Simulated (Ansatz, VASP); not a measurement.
# HgTe in VASP and in Ansatz

The input POSCAR:

```
HgTe
1.0
    0.0000000000      3.2145000000      3.2145000000
    3.2145000000      0.0000000000      3.2145000000
    3.2145000000      3.2145000000      0.0000000000
Hg Te
1 1
Direct
    0.0000000000      0.0000000000      0.0000000000
    0.7500000000      0.7500000000      0.7500000000
```

File INCAR.step1:

```
  PREC = Accurate
  ENCUT = 520
  EDIFF = 1E-5
  ISMEAR = -1
  SIGMA = 0.05
  LREAL = F
  LASPH = T
  NELM = 60
  ALGO = Normal
  ISIF = 2
  LWAVE = T
  NBANDS = 16
  GGA = PE
```

The input INCAR.step2:

```
  PREC = Accurate
  ENCUT = 520
  EDIFF = 1E-6
  ISMEAR = -1
  SIGMA = 0.05
  LREAL = F
  LASPH = T
  NELM = 60
  ALGO = Normal
  ISIF = 2
  LWAVE = F
  LCHARG = T
  METAGGA = R2SCAN
  LHFCALC = T
  AEXX = 0.25
  LMIXTAU = T
  PRECFOCK = Normal
  LELF = T
  LVHAR = T
  NBANDS = 16
  ISTART = 1
```

File KPOINTS:

```
Automatic mesh
0
Gamma
  4 4 4
```

The input input.yaml:

```yaml
crystal:
  lattice:
    - [0.0, 3.2145, 3.2145]
    - [3.2145, 0.0, 3.2145]
    - [3.2145, 3.2145, 0.0]
  atoms:
    - { symbol: Hg, position: [0.0, 0.0, 0.0] }
    - { symbol: Te, position: [0.75, 0.75, 0.75] }
hamiltonian:
  xc: r2scan0
  pseudopotentials: { kind: paw }
kpoints:
  mp_grid: { grid: [4, 4, 4] }
  band_path:
    path:
      - [[0.0, 0.0, 0.0], [0.5, 0.0, 0.5], [0.5, 0.25, 0.75], [0.375, 0.375, 0.75], [0.0, 0.0, 0.0], [0.5, 0.5, 0.5], [0.625, 0.25, 0.625], [0.5, 0.25, 0.75], [0.5, 0.5, 0.5], [0.375, 0.375, 0.75]]
      - [[0.625, 0.25, 0.625], [0.5, 0.0, 0.5]]
    npoints: 4
scf:
  occupations: { method: fermi_dirac, width: 0.05 }
  n_extra_bands: 6
output:
  forces: true
  stress: true
  eigenvalues: true
  fatbands: false
```

Alike in both runs: functional r2SCAN0; k mesh 4 × 4 × 4; occupations fermi-dirac, width 0.05 eV; no spin polarisation.

|  | VASP | Ansatz |
| --- | --- | --- |
| version | VASP 6.6.1 | Ansatz 0.2.0 |
| potentials or method | VASP PAW PBE potentials, release 64 (Hg, Te) | Ansatz PAW |
| plane-wave cutoff (eV) | 520 | 500 |
| valence electrons in the cell | 18 | 36 |
| task | single point | band structure |

|  | VASP | Ansatz | Ansatz less VASP |
| --- | --- | --- | --- |
| gap on the k mesh at the Fermi level (eV) | 0.87 | 0.89 | +0.023 |
| least direct gap on the mesh (eV) | 0.87 | 0.89 | +0.023 |
| pressure (GPa) | 2.2 | 2.3 | +0.18 |

VASP's potentials were made for PBE, not for r2SCAN0. VASP's potentials hold 18 valence electrons a cell and Ansatz's 36, so a difference there can come from the potentials and not from the codes.

The k mesh is coarse, so the values compare programs but aren't converged. Neither program's run includes spin-orbit coupling.
